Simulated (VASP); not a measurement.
Input of a VASP 6.6.1 run:

The input INCAR:

```
SYSTEM = Ag3Sb
ALGO = Fast
EDIFF = 1E-6
ENCUT = 520
GGA = PS
ISIF = 2
ISMEAR = 0
LASPH = .True.
LCHARG = .False.
LREAL = .False.
LWAVE = .False.
NBANDS = 27
NELM = 80
PREC = Accurate
SIGMA = 0.1
```

File KPOINTS:

```
k-points
0
Gamma
  15 15 6
  0 0 0
```

File POSCAR:

```
Ag3Sb
1.0
    3.2262035932      0.0000000000      0.0000000000
   -1.6131017966      2.7939742694      0.0000000000
    0.0000000000      0.0000000000     10.4464416260
Ag Sb
3 1
Direct
    0.0000000000      0.0000000000      0.5000000000
    0.3333333300      0.6666666700      0.2733025308
    0.3333333300      0.6666666700      0.7266974692
    0.0000000000      0.0000000000      0.0000000000
```

Potentials or basis: VASP PAW PBE potentials, release 64 (Ag, Sb).

Command:

```bash
$ cat potpaw_PBE.64/Ag/POTCAR potpaw_PBE.64/Sb/POTCAR > POTCAR
$ mpirun -np 1 vasp_std > vasp.out
```

(1) Estimate the pressure.

(2) Estimate the largest force.

Answers

(1) -10.7 GPa.

(2) 0.086 eV/Å.

Caveat: the cell differs from its parent crystal (strained); the PAW data sets were made with another functional, which shifts forces and pressure a little.
